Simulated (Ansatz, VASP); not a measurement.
# MgO: VASP beside Ansatz

File POSCAR:

```
MgO
1.0
    0.0000000000      2.1088943526      2.1088943526
    2.1088943526      0.0000000000      2.1088943526
    2.1088943526      2.1088943526      0.0000000000
Mg O
1 1
Direct
    0.0000000000      0.0000000000      0.0000000000
    0.5000000000      0.5000000000      0.5000000000
```

Contents of INCAR.step1:

```
SYSTEM = MgO
PREC = Accurate ; ENCUT = 520
EDIFF = 1E-5 ; ISMEAR = 0
SIGMA = 0.01 ; LREAL = .FALSE.
LASPH = .TRUE. ; NELM = 100
ALGO = Normal ; ISIF = 2
LWAVE = .TRUE. ; LCHARG = .FALSE.
GGA = PE ; NBANDS = 11
```

File INCAR.step2:

```
SYSTEM = MgO
PREC = Accurate ; ENCUT = 520
EDIFF = 1E-7 ; ISMEAR = 0
SIGMA = 0.01 ; LREAL = .FALSE.
LASPH = .TRUE. ; NELM = 100
ALGO = Normal ; ISIF = 2
LWAVE = .FALSE. ; LCHARG = .FALSE.
GGA = PE ; LHFCALC = .TRUE.
HFSCREEN = 0.2079 ; PRECFOCK = Normal
ISTART = 1 ; NBANDS = 11
```

Contents of KPOINTS:

```
Automatic mesh
0
G
  8 8 8
  0 0 0
```

Input for Ansatz:

```yaml
crystal:
  lattice:
    - [0.0, 2.1088943526, 2.1088943526]
    - [2.1088943526, 0.0, 2.1088943526]
    - [2.1088943526, 2.1088943526, 0.0]
  atoms:
    - { symbol: Mg, position: [0.0, 0.0, 0.0] }
    - { symbol: O, position: [0.5, 0.5, 0.5] }
kpoints:
  mp_grid: { grid: [8, 8, 8] }
  band_path:
    path:
      - [0.0, 0.0, 0.0]
      - [0.5, 0.0, 0.5]
      - [0.625, 0.25, 0.625]
      - [0.375, 0.375, 0.75]
      - [0.5, 0.5, 0.5]
      - [0.5, 0.25, 0.75]
    npoints: 1
hamiltonian:
  xc: hse06
scf:
  occupations: { method: fixed }
  n_extra_bands: 4
output:
  forces: true
  stress: true
  eigenvalues: true
```

Change from the starting cell: hydrostatic strain +0.3%.

Alike in both runs: task single point; functional HSE06; k mesh 8 × 8 × 8; no spin polarisation.

|  | VASP | Ansatz |
| --- | --- | --- |
| version | VASP 6.6.1 | Ansatz 0.2.0 |
| potentials or method | VASP PAW PBE potentials, release 64 (Mg, O) | plane waves, PAW |
| plane-wave cutoff (eV) | 520 | 420 |
| occupations | gaussian, width 0.01 eV | fixed |
| valence electrons in the cell | 8 | 16 |

|  | VASP | Ansatz | Ansatz less VASP |
| --- | --- | --- | --- |
| gap on the k mesh at the Fermi level (eV) | 6.39 | 6.44 | +0.046 |
| pressure (GPa) | -2.2 | -1.9 | +0.31 |

VASP's potentials hold 8 valence electrons a cell and Ansatz's 16, so a difference there can come from the potentials and not from the codes. Ansatz's warnings: stress exchange threshold loose, stress scf threshold loose.
